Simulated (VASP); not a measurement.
# PbO2 (P4_2/mnm) in VASP: a series of runs

PbO2 is run at these levels: PBE; tasks: relaxation of cell and atoms, single point.

All numbers are computed with VASP 6.6.1; they aren't measurements. Logs are shortened: lines on timing, memory, paths and dates and some standing lists are left out, and cuts for length are marked.

### Step 1. The cell of the first run

Symmetry: P4_2/mnm, No. 136, tetragonal system. Conventional cell: a = 5.079 Å, b = 5.079 Å, c = 3.444 Å, α = 90.00°, β = 90.00°, γ = 90.00°. Within 2.9 Å of Pb (site symmetry mmm) lie 6 O at 2.21 Å. O (site symmetry m2m) has 3 Pb at 2.21 Å and 1 O at 2.76 Å within 2.9 Å.

### Step 2. Relaxation of cell and atoms, PBE

The input, INCAR:

```
ALGO     = Normal         # electronic algorithm
EDIFF    = 1E-6           # SCF threshold, eV
EDIFFG   = -0.005         # ionic threshold
ENCUT    = 600            # plane-wave cutoff, eV
GGA      = PE             # functional
IBRION   = 2              # ionic algorithm
ISIF     = 3              # what is computed and relaxed
ISMEAR   = 0              # smearing method
LASPH    = True           # aspherical terms in the spheres
LCHARG   = False          # write CHGCAR
LREAL    = False          # projectors in reciprocal space
LWAVE    = False          # write WAVECAR
NELM     = 60             # most SCF steps
NSW      = 100            # ionic steps
PREC     = Accurate       # precision mode
SIGMA    = 0.1            # smearing width, eV
```

The input, KPOINTS:

```
k-points
0
Gamma
  8 8 10
```

The input, POSCAR:

```
PbO2
1.0
    5.0790591419      0.0000000000      0.0000000000
    0.0000000000      5.0790591419      0.0000000000
    0.0000000000      0.0000000000      3.4440409999
Pb O
2 4
Direct
    0.0000000000      0.0000000000      0.0000000000
    0.5000000000      0.5000000000      0.5000000000
    0.3079888840      0.3079888840      0.0000000000
    0.1920111160      0.8079888840      0.5000000000
    0.6920111160      0.6920111160      0.0000000000
    0.8079888840      0.1920111160      0.5000000000
```

Potentials or basis: VASP PAW PBE potentials, release 64 (Pb_d, O).

Started as:

```console
cat potpaw_PBE.64/Pb_d/POTCAR potpaw_PBE.64/O/POTCAR > POTCAR
mpirun -np 1 vasp_std > vasp.out
```

OUTCAR:

```text
EDIFF = 1E-6
   EDIFFG = -0.005
   ENCUT = 600
   GGA = PE
   IBRION = 2
   ISIF = 3
   ISMEAR = 0
   LASPH = True
   LREAL = False
   NELM = 60
   NSW = 100
   PREC = Accurate

 ion  position               nearest neighbor table
   1  0.000  0.000  0.000-   4 2.21   6 2.21   4 2.21   6 2.21   5 2.21   3 2.21   2 3.98   2 3.98
                             2 3.98   2 3.98   2 3.98   2 3.98   2 3.98   2 3.98
   2  0.500  0.500  0.500-   3 2.21   5 2.21   3 2.21   5 2.21   4 2.21   6 2.21   1 3.98   1 3.98
                             1 3.98   1 3.98   1 3.98   1 3.98   1 3.98   1 3.98
   3  0.308  0.308  0.000-   2 2.21   2 2.21   1 2.21
   4  0.192  0.808  0.500-   1 2.21   1 2.21   2 2.21
   5  0.692  0.692  0.000-   2 2.21   2 2.21   1 2.21
   6  0.808  0.192  0.500-   1 2.21   1 2.21   2 2.21

  LATTYP: Found a simple tetragonal cell.
 ALAT       =     5.0790591419
 C/A-ratio  =     0.6780864140

  Lattice vectors:

 A1 = (   5.0790591419,   0.0000000000,   0.0000000000)
 A2 = (   0.0000000000,   5.0790591419,   0.0000000000)
 A3 = (   0.0000000000,   0.0000000000,   3.4440409999)

Analysis of symmetry for initial positions (statically):
=====================================================================
 Subroutine PRICEL returns:
 Original cell was already a primitive cell.

 Routine SETGRP: Setting up the symmetry group for a
 simple tetragonal supercell.

 Subroutine GETGRP returns: Found 16 space group operations
 (whereof  8 operations were pure point group operations)
 out of a pool of 16 trial point group operations.

The static configuration has the point symmetry D_2h.
 The point group associated with its full space group is D_4h.

Analysis of symmetry for dynamics (positions and initial velocities):
=====================================================================
 Subroutine PRICEL returns:
 Original cell was already a primitive cell.

 Routine SETGRP: Setting up the symmetry group for a
 simple tetragonal supercell.

 Subroutine GETGRP returns: Found 16 space group operations
 (whereof  8 operations were pure point group operations)
 out of a pool of 16 trial point group operations.

The dynamic configuration has the point symmetry D_2h.
 The point group associated with its full space group is D_4h.

 Subroutine INISYM returns: Found 16 space group operations
 (whereof  8 operations are pure point group operations),
 and found     1 'primitive' translations

----------------------------------------------------------------------------------------

                                     Primitive cell

  volume of cell :      88.8454

  direct lattice vectors                    reciprocal lattice vectors
     5.079059142  0.000000000  0.000000000     0.196886859  0.000000000  0.000000000
     0.000000000  5.079059142  0.000000000     0.000000000  0.196886859  0.000000000
     0.000000000  0.000000000  3.444041000     0.000000000  0.000000000  0.290356590

  length of vectors
     5.079059142  5.079059142  3.444041000     0.196886859  0.196886859  0.290356590

  position of ions in fractional coordinates (direct lattice)
     0.000000000  0.000000000  0.000000000
     0.500000000  0.500000000  0.500000000
     0.307988884  0.307988884  0.000000000
     0.192011116  0.807988884  0.500000000
     0.692011116  0.692011116  0.000000000
     0.807988884  0.192011116  0.500000000

  ion indices of the primitive-cell ions
   primitive index   ion index
                 1           1
                 2           2
                 3           3
                 4           4
                 5           5
                 6           6

----------------------------------------------------------------------------------------

 KPOINTS: k-points

Automatic generation of k-mesh.
 Grid dimensions read from file:
 generate k-points for:    8    8   10

 Generating k-lattice:

  Cartesian coordinates                     Fractional coordinates (reciprocal lattice)
     0.024610857  0.000000000  0.000000000     0.125000000  0.000000000  0.000000000
     0.000000000  0.024610857  0.000000000     0.000000000  0.125000000  0.000000000
     0.000000000  0.000000000  0.029035659     0.000000000  0.000000000  0.100000000

  Length of vectors
     0.024610857  0.024610857  0.029035659

  Shift w.r.t. Gamma in fractional coordinates (k-lattice)
     0.000000000  0.000000000  0.000000000

 Subroutine IBZKPT returns following result:
 ===========================================

 Found     90 irreducible k-points:

 Following reciprocal coordinates:
            Coordinates               Weight
  0.000000  0.000000  0.000000      1.000000
  0.125000  0.000000  0.000000      4.000000
  0.250000  0.000000  0.000000      4.000000
  0.375000  0.000000  0.000000      4.000000
  0.500000  0.000000  0.000000      2.000000
  0.125000  0.125000  0.000000      4.000000
[... 16 lines left out ...]
  0.375000  0.125000  0.100000     16.000000
  0.500000  0.125000  0.100000      8.000000
 [... further k-points ...]
   k-points           NKPTS =     90   k-points in BZ     NKDIM =     90   number of bands    NBANDS=     31
   number of dos      NEDOS =    301   number of ions     NIONS =      6
   total plane-waves  NPLWV =  49392
   dimension x,y,z NGX =    42 NGY =   42 NGZ =   28
   dimension x,y,z NGXF=    84 NGYF=   84 NGZF=   56
   ions per type =               2   4
   NGX,Y,Z   is equivalent  to a cutoff of  13.75, 13.75, 13.52 a.u.
   NGXF,Y,Z  is equivalent  to a cutoff of  27.49, 27.49, 27.03 a.u.
 SYSTEM =  unknown system
   PREC   = accura    normal or accurate (medium, high low for compatibility)
   ISTART =      0    job   : 0-new  1-cont  2-samecut
   ICHARG =      2    charge: 1-file 2-atom 10-const
   ISPIN  =      1    spin polarized calculation?
   LNONCOLLINEAR =      F non collinear calculations
   LSORBIT =      F    spin-orbit coupling
   LASPH  =      T    aspherical Exc in radial PAW
   ENCUT  =  600.0 eV  44.10 Ry    6.64 a.u.  10.14 10.14  6.88*2*pi/ulx,y,z
   NELM   =     60;   NELMIN=  2; NELMDL= -5     # of ELM steps
   EDIFF  = 0.1E-05   stopping-criterion for ELM
   LREAL  =      F    real-space projection
   EDIFFG = -.5E-02   stopping-criterion for IOM
   NSW    =    100    number of steps for IOM
   IBRION =      2    ionic relax: 0-MD 1-quasi-New 2-CG
   NFREE  =      1    steps in history (QN), initial steepest desc. (CG)
   ISIF   =      3    stress and relaxation
   ISYM   =      2    0-nonsym 1-usesym 2-fastsym
   POTIM  = 0.5000    time-step for ionic-motion
   TEBEG  =    0.0;   TEEND  =   0.0 temperature during run
   PSTRESS=    0.0 pullay stress
   NELECT =      52.0000    total number of electrons
   NUPDOWN=      -1.0000    fix difference up-down
   EMIN   =  10.00;   EMAX   =-10.00  energy-range for DOS
   EFERMI =   0.00;   METHOD = LEGACY
   ISMEAR =     0;   SIGMA  =   0.10  broadening in eV -4-tet -1-fermi 0-gaus
   EFERMI_NEDOS =   21; number of points for ismear=-14 and -15
   IALGO  =     38    algorithm
   IMIX   =      4    mixing-type and parameters
     AMIX     =   0.40;   BMIX     =  1.00
     AMIX_MAG =   1.60;   BMIX_MAG =  1.00
  volume/ion in A,a.u.               =      14.81        99.93
  Fermi-wavevector in a.u.,A,eV,Ry     =   1.369402  2.587795 25.514491  1.875262
  Thomas-Fermi vector in A             =   2.495281
   LORBIT       =      0    0 simple, 1 ext, 2 COOP (PROOUT), +10 PAW based schemes
   GGA     = PE    functional components
   LHFCALC =     F    Hartree Fock is set to
   AEXX    =    0.0000 exact exchange contribution
   IVDW    =     0    specifies the selected vdW correction
   LEPSILON=     F    determine dielectric tensor
   LRPA    =     F    only Hartree local field effects (RPA)
 conjugate gradient relaxation of ions
 non-spin polarized calculation
 Gauss-broadening in eV      SIGMA  =   0.10
  energy-cutoff  :      600.00
  volume of cell :       88.85
 maximum number of plane-waves:      2998
 NGX is ok and might be reduce to    42
   NGX = 21   NGY = 21   NGZ = 13

--------------------------------------- Ionic step        1  -------------------------------------------

 number of electron      51.9999980 magnetization

 Free energy of the ion-electron system (eV)
  ---------------------------------------------------
  ext. energy  EPLUGINS =         0.00000000
  ---------------------------------------------------
  free energy    TOTEN  =       -31.87697007 eV

  energy without entropy =      -31.87386100  energy(sigma->0) =      -31.87541553

------------------------ aborting loop because EDIFF is reached ----------------------------------------

  FORCE on cell =-STRESS in cart. coord.  units (eV):
  Direction    XX          YY          ZZ          XY          YZ          ZX
  --------------------------------------------------------------------------------------
  -------------------------------------------------------------------------------------
  Total        0.0715761      0.0715761      0.1488386      0.0000000      0.0000000      0.0000000
  in kB        1.2907554      1.2907554      2.6840552      0.0000000      0.0000000      0.0000000
  external PRESSURE =       1.7551887 kB  Pullay stress =       0.0000000 kB
[... 65 lines left out ...]
  energy  without entropy=      -31.8738211850  energy(sigma->0) =      -31.87542629

--------------------------------------- Ionic step        3  -------------------------------------------

 number of electron      51.9999980 magnetization

 Free energy of the ion-electron system (eV)
  ---------------------------------------------------
  ext. energy  EPLUGINS =         0.00000000
  ---------------------------------------------------
  free energy    TOTEN  =       -31.87706451 eV

  energy without entropy =      -31.87389243  energy(sigma->0) =      -31.87547847

 E-fermi :   3.7392     XC(G=0): -10.3675

 val. band max:        3.7111354507   @ k =   0.1250   0.1250   0.0000
 cond. band min:       3.7539542066   @ k =   0.0000   0.0000   0.1000
 fundamental gap:      0.0428187560
 Fermi energy:         3.7392321374

 k-point     1 :       0.0000    0.0000    0.0000
  band No.  band energies     occupation
      1     -14.2534      2.00000
      2     -14.2152      2.00000
      3     -12.6615      2.00000
      4     -12.6615      2.00000
      5     -11.7795      2.00000
      6     -11.6306      2.00000
[... 805 lines left out ...]
     30      10.3753      0.00000
     31      12.8440      0.00000

 [... further k-points ...]

------------------------ aborting loop because EDIFF is reached ----------------------------------------

  FORCE on cell =-STRESS in cart. coord.  units (eV):
  Direction    XX          YY          ZZ          XY          YZ          ZX
  --------------------------------------------------------------------------------------
  -------------------------------------------------------------------------------------
  Total       -0.0172200     -0.0172200      0.0054672     -0.0000000      0.0000000      0.0000000
  in kB       -0.3100755     -0.3100755      0.0984462     -0.0000000      0.0000000      0.0000000
  external PRESSURE =      -0.1739016 kB  Pullay stress =       0.0000000 kB
[... 21 lines left out ...]
  FREE ENERGIE OF THE ION-ELECTRON SYSTEM (eV)
  ---------------------------------------------------
  free  energy   TOTEN  =       -31.8770645066 eV

  energy  without entropy=      -31.8738924296  energy(sigma->0) =      -31.87547847

 reached required accuracy - stopping structural energy minimisation
```

Wall time 7.5 min (1 thread of Intel Xeon Platinum 8259CL at 2.50GHz (Skylake/Cascade Lake), shared host); peak memory 0.39 GiB.

What came out:

* Free energy: -31.8771 eV
* Relaxed volume: 14.83 Å³/atom
* Relaxed cell: a = 5.081 Å, b = 5.081 Å, c = 3.447 Å, α = 90.00°, β = 90.00°, γ = 90.00°
* Space group after relaxing (to 0.1 Å): P4_2/mnm (No. 136)
* Energy gained by relaxing: 0.0 meV/atom
* Ionic steps: 3
* Pressure after relaxing: 0.0 GPa
* Largest force after relaxing: 0.004 eV/Å

Forces on the atoms (eV/Å):
```
Pb   0.000  0.000  0.000
Pb   0.000  0.000  0.000
O   -0.003 -0.003  0.000
O    0.003 -0.003  0.000
O    0.003  0.003  0.000
O   -0.003  0.003  0.000
```

Final structure:
```cif
data_structure
_symmetry_space_group_name_H-M 'P 1'
_symmetry_Int_Tables_number 1
_cell_length_a 5.0809
_cell_length_b 5.0809
_cell_length_c 3.4466
_cell_angle_alpha 90.000
_cell_angle_beta 90.000
_cell_angle_gamma 90.000
_cell_volume 88.98
loop_
_atom_site_label
_atom_site_type_symbol
_atom_site_fract_x
_atom_site_fract_y
_atom_site_fract_z
_atom_site_occupancy
Pb1 Pb 0.00000 0.00000 0.00000 1
Pb2 Pb 0.50000 0.50000 0.50000 1
O1 O 0.30793 0.30793 0.00000 1
O2 O 0.19207 0.80793 0.50000 1
O3 O 0.69207 0.69207 0.00000 1
O4 O 0.80793 0.19207 0.50000 1
```

Caveat: spin-orbit coupling is left out, which moves the levels of the heavy elements.

[end of part 1 of 2]
